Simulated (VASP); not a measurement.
Set up this calculation in VASP 6.6.1, as the native input.

```yaml
Task: single point
Functional: r2SCAN
Dispersion: rVV10
Potentials_or_basis: VASP PAW PBE potentials, release 64 (W_sv, Se)
Cutoff: 520 eV
k_mesh: 8 × 8 × 8
Occupations: fermi-dirac, width 0.03 eV
Spin: no spin polarisation
Dipole_correction: no
Further_INCAR_settings: ALGO = Normal; EDIFF = 1e-06; NBANDS = 35
```

WSe2:

```
W Se
1.0
    -2.50035    2.50035    4.73217
     2.50035   -2.50035    4.73217
     2.50035    2.50035   -4.73217
W Se
2 4
Direct
  0.75000 0.25000 0.50000
  0.00000 0.00000 0.00000
  0.47906 0.97906 0.50000
  0.72906 0.72906 0.00000
  0.27094 0.27094 0.00000
  0.02094 0.52094 0.50000
```

One way to write it, as run:

POSCAR

```
WSe2
1.0
   -2.5003497533      2.5003497533      4.7321696254
    2.5003497533     -2.5003497533      4.7321696254
    2.5003497533      2.5003497533     -4.7321696254
W Se
2 4
Direct
    0.7500000000      0.2500000000      0.5000000000
    0.0000000000      0.0000000000      0.0000000000
    0.4790579426     -0.0209420574      0.5000000000
    0.7290579426      0.7290579426      0.0000000000
    0.2709420574      0.2709420574      0.0000000000
    1.0209420574      0.5209420574      0.5000000000
```

INCAR.step1

```
PREC     = Accurate       # precision mode
ENCUT    = 520            # plane-wave cutoff, eV
ISMEAR   = -1             # smearing method
SIGMA    = 0.03           # smearing width, eV
LREAL    = F              # projectors in reciprocal space
LASPH    = T              # aspherical terms in the spheres
NELM     = 100            # most SCF steps
NBANDS   = 35             # bands
GGA      = PE             # functional
ALGO     = Normal         # electronic algorithm
EDIFF    = 1E-4           # SCF threshold, eV
LWAVE    = T              # write WAVECAR
LCHARG   = F              # write CHGCAR
```

INCAR.step2

```
PREC     = Accurate       # precision mode
ENCUT    = 520            # plane-wave cutoff, eV
EDIFF    = 1E-6           # SCF threshold, eV
ISMEAR   = -1             # smearing method
SIGMA    = 0.03           # smearing width, eV
LREAL    = F              # projectors in reciprocal space
LASPH    = T              # aspherical terms in the spheres
NELM     = 100            # most SCF steps
ALGO     = Normal         # electronic algorithm
ISIF     = 2              # what is computed and relaxed
LWAVE    = F              # write WAVECAR
LCHARG   = F              # write CHGCAR
METAGGA  = R2SCAN         # meta-GGA
LMIXTAU  = T            
LUSE_VDW = T            
IVDW_NL  = 2            
BPARAM   = 11.95        
CPARAM   = 0.0093       
NBANDS   = 35             # bands
ISTART   = 1
```

KPOINTS

```
regular mesh
0
Gamma
  8 8 8
```

Potentials or basis: VASP PAW PBE potentials, release 64 (W_sv, Se).

The run is started by

```console
$ cat potpaw_PBE.64/W_sv/POTCAR potpaw_PBE.64/Se/POTCAR > POTCAR
$ cp INCAR.step1 INCAR
$ mpirun -np 1 vasp_std > vasp.out
$ cp INCAR.step2 INCAR
$ mpirun -np 1 vasp_std > vasp.out
```

Results of the run:

```
Pressure               : 0.7 GPa
Largest force          : 0.016 eV/Å
Band gap on the k mesh : zero (band 26 reaches 7.44 eV, above the bottom of band 27 at 5.15 eV)
```

Caveat: the PAW data sets were made with another functional, which shifts forces and pressure a little; spin-orbit coupling is left out, which moves the levels of the heavy elements.

Wall time 11 min on 1 thread of Intel(R) Xeon(R) 6975P-C (Granite Rapids) (shared host), peak memory 0.85 GiB.
